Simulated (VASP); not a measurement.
Write the native input for VASP 6.6.1 that does the following.

```yaml
Task: single point
Functional: LDA
Potentials_or_basis: VASP PAW LDA potentials, release 64 (W_sv)
Cutoff: 520 eV
k_mesh: 22 × 22 × 22
Occupations: gaussian, width 0.15 eV
Spin: no spin polarisation
Dipole_correction: no
Further_INCAR_settings: ALGO = Fast; EDIFF = 1e-06; NBANDS = 13
```

The structure of W lies in POSCAR:

```
W
1.0
   -1.1508054635      1.5968398931      1.5968398931
    1.5968398931     -1.1508054635      1.5968398931
    1.5968398931      1.5968398931     -1.1508054635
W
1
Direct
    0.0000000000      0.0000000000      0.0000000000
```

These files were run (other wordings do the same):

INCAR

```
SYSTEM = W
PREC     = Accurate       ! precision mode
ENCUT    = 520            ! plane-wave cutoff, eV
EDIFF    = 1E-6           ! SCF threshold, eV
ISMEAR   = 0              ! smearing method
SIGMA    = 0.15           ! smearing width, eV
LREAL    = .False.        ! projectors in reciprocal space
LASPH    = .True.         ! aspherical terms in the spheres
NELM     = 100            ! most SCF steps
ALGO     = Fast           ! electronic algorithm
ISIF     = 2              ! what is computed and relaxed
LWAVE    = .False.        ! write WAVECAR
LCHARG   = .False.        ! write CHGCAR
NBANDS   = 13             ! bands
```

KPOINTS

```
Automatic mesh
0
Gamma
  22 22 22
  0 0 0
```

Potentials or basis: VASP PAW LDA potentials, release 64 (W_sv).

Run with:

```bash
$ cat potpaw_LDA.64/W_sv/POTCAR > POTCAR
$ mpirun -np 1 vasp_std > vasp.out
```

It gave:

```json
{
 "Pressure": "25.4 GPa",
 "Band gap on the k mesh": "zero (bands 7 and 8 overlap by 3.35 eV)"
}
```

Caveat: the cell stands under pressure; spin-orbit coupling is left out, which moves the levels of the heavy elements.

Run time: 2.2 min on 1 thread of AMD EPYC 7R13 Processor (Zen 3), on a shared host, peak memory 0.25 GiB.
